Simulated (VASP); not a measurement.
Hf8NO15 (a cell with a defect), 24 atoms in the cell. The cell holds a defect, 24 atoms: a = 7.373 Å, b = 6.698 Å, c = 7.244 Å, α = 63.71°, β = 65.60°, γ = 61.75°. 

| Quantity | Value |
| --- | --- |
| Program | VASP 6.6.1 |
| Task | electric field gradients |
| Functional | r2SCAN |
| Potentials or basis | VASP PAW PBE potentials, release 64 (Hf_pv, O, N) |
| Cutoff | 520 eV |
| k mesh | 3 × 3 × 3 |
| Occupations | fermi-dirac, width 0.01 eV |
| Spin | no spin polarisation |
| Dipole correction | no |
| Charge | -1 |
| Further INCAR settings | LREAL = Auto; ALGO = Normal; EDIFF = 1e-08; NBANDS = 106; NELECT = 176.0 |

Potentials or basis: VASP PAW PBE potentials, release 64 (Hf_pv, O, N).

Launch:

```console
$ cat potpaw_PBE.64/Hf_pv/POTCAR potpaw_PBE.64/O/POTCAR potpaw_PBE.64/N/POTCAR > POTCAR
$ cp INCAR.step1 INCAR
$ mpirun -np 1 vasp_std > vasp.out
$ cp INCAR.step2 INCAR
$ mpirun -np 1 vasp_std > vasp.out
```

Hardware: 1 thread of AMD EPYC 9R45 96-Core Processor (Zen 5), on a shared host.

**Question.** How long does it take, and how much memory?

**Answer.** Run time: 45 min on 1 thread of AMD EPYC 9R45 96-Core Processor (Zen 5) (shared host), peak memory 0.55 GiB. Counts: k points 14.
